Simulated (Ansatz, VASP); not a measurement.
**Se in VASP and in Ansatz**

```
Se
1.0
     4.36620    0.00000    0.00000
    -2.18310    3.78124    0.00000
     0.00000    0.00000    4.95360
Se
3
Direct
  0.77460 0.77460 0.00000
  0.00000 0.22540 0.66667
  0.22540 0.00000 0.33333
```

Alike in both runs: functional LDA; k mesh 7 × 7 × 6; occupations fermi-dirac, width 0.05 eV; no spin polarisation.

```csv
,VASP,Ansatz
version,VASP 6.6.1,Ansatz 0.2.0
potentials or method,"VASP PAW LDA potentials, release 64 (Se)",Ansatz PAW
plane-wave cutoff (eV),520,420
valence electrons in the cell,18,48
task,single point,band structure
```

VASP gave:

* gap on the k mesh at the Fermi level (eV): 1.09
* least direct gap on the mesh (eV): 1.39
* pressure (GPa): -1.1
* traceless stress, the component that is largest in VASP (GPa): 0.97
* rms of the force components (eV/Å): 0.152

Question: Which values does Ansatz return?

Answer: gap on the k mesh at the Fermi level (eV): 1.10; least direct gap on the mesh (eV): 1.41; pressure (GPa): -1.3; traceless stress, the component that is largest in VASP (GPa): 0.89; rms of the force components (eV/Å): 0.123.

LDA's correlation is that of Perdew and Zunger in VASP and of Perdew and Wang (1992) in Ansatz. Atom by atom the forces differ by 0.029 eV/Å (rms over components). VASP's potentials hold 18 valence electrons a cell and Ansatz's 48, so a difference there can come from the potentials and not from the codes.

Noted on Ansatz's run: the k mesh misses the band edges, so the gap on the mesh is wider than the one along the path.
